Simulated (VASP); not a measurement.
## ZrC3: single point with PBEsol

ZrC3:

```
Zr C
1.0
     0.00000    3.23749    0.00000
     3.23749    0.00000    0.00000
     1.61875    1.61875   -3.55830
Zr C
1 3
Direct
  0.00000 0.00000 0.00000
  0.50000 0.50000 0.00000
  0.75000 0.25000 0.50000
  0.25000 0.75000 0.50000
```

```
Program             : VASP 6.6.1
Task                : single point
Functional          : PBEsol
Potentials or basis : VASP PAW PBE potentials, release 64 (Zr_sv, C)
Cutoff              : 520 eV
k mesh              : 8 × 8 × 8
Occupations         : fermi-dirac, width 0.1 eV
Spin                : no spin polarisation
```

- Pressure: 5.7 GPa
- Band gap on the k mesh: zero (bands 12 and 13 overlap by 1.83 eV)

Stress tensor (GPa, compression positive):
```
-1.83  0.00  0.00
 0.00 -1.83  0.00
 0.00  0.00 20.69
```

Levels at points of the mesh, in eV from the Fermi level:
```csv
k point,band 10,band 11,band 12,band 13,band 14,band 15
"(0.00, 0.00, 0.00)",-4.35,-3.86,-0.60,-0.60,3.33,3.69
"(0.50, 0.00, 0.00)",-1.75,-0.71,-0.24,-0.18,0.04,1.17
"(0.50, 0.50, 0.00)",-3.67,-3.66,0.16,1.87,3.71,4.25
"(0.00, 0.00, 0.50)",-1.20,0.84,1.23,1.23,1.78,1.78
```

It took 24 s on 1 thread of Intel(R) Xeon(R) Platinum 8259CL CPU @ 2.50GHz (Skylake/Cascade Lake), with other jobs on the host, peak memory 0.17 GiB.

Caveat: the stress differs along the axes, from -2 to 21 GPa; the PAW data sets were made with another functional, which shifts forces and pressure a little.
